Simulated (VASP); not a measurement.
BaFe2S4, 7 atoms in the cell. Symmetry: I4, No. 79, tetragonal system. The conventional cell has a = 7.348 Å, b = 7.348 Å, c = 4.999 Å, α = 90.00°, β = 90.00°, γ = 90.00°. Within 4.2 Å of Ba (site symmetry 4) lie 12 S at 3.21 to 3.44 Å and 8 Fe at 3.88 Å. Within 2.8 Å of Fe (site symmetry 2) lie 4 S at 2.10 Å and 2 Fe at 2.50 Å. Within 2.8 Å of S (site symmetry 1) lie 2 Fe at 2.10 Å. 

| Item | Value |
| --- | --- |
| Program | VASP 6.6.1 |
| Task | single point |
| Functional | PBEsol |
| Potentials or basis | VASP PAW PBE potentials, release 64 (Ba_sv, Fe, S) |
| Cutoff | 520 eV |
| k mesh | 4 × 4 × 4 |
| Occupations | gaussian, width 0.1 eV |
| Spin | collinear spin, ferromagnetic start |
| Starting moments | [0.0, 0.73, 0.73, 0.0, 0.0, 0.0, 0.0] μB |
| Dipole correction | no |
| Further INCAR settings | ALGO = Normal; EDIFF = 1e-06; NBANDS = 38 |

Potentials or basis: VASP PAW PBE potentials, release 64 (Ba_sv, Fe, S).

Command:

```console
$ cat potpaw_PBE.64/Ba_sv/POTCAR potpaw_PBE.64/Fe/POTCAR potpaw_PBE.64/S/POTCAR > POTCAR
$ mpirun -np 1 vasp_std > vasp.out
```

Hardware: 1 thread of AMD EPYC 7R13 Processor (Zen 3) (shared host).

Task: How long does it take, and how much memory?

Result: Wall time 4.7 min on 1 thread of AMD EPYC 7R13 Processor (Zen 3) (shared host), peak memory 0.43 GiB. Counts: scf iterations 16, k points 14.
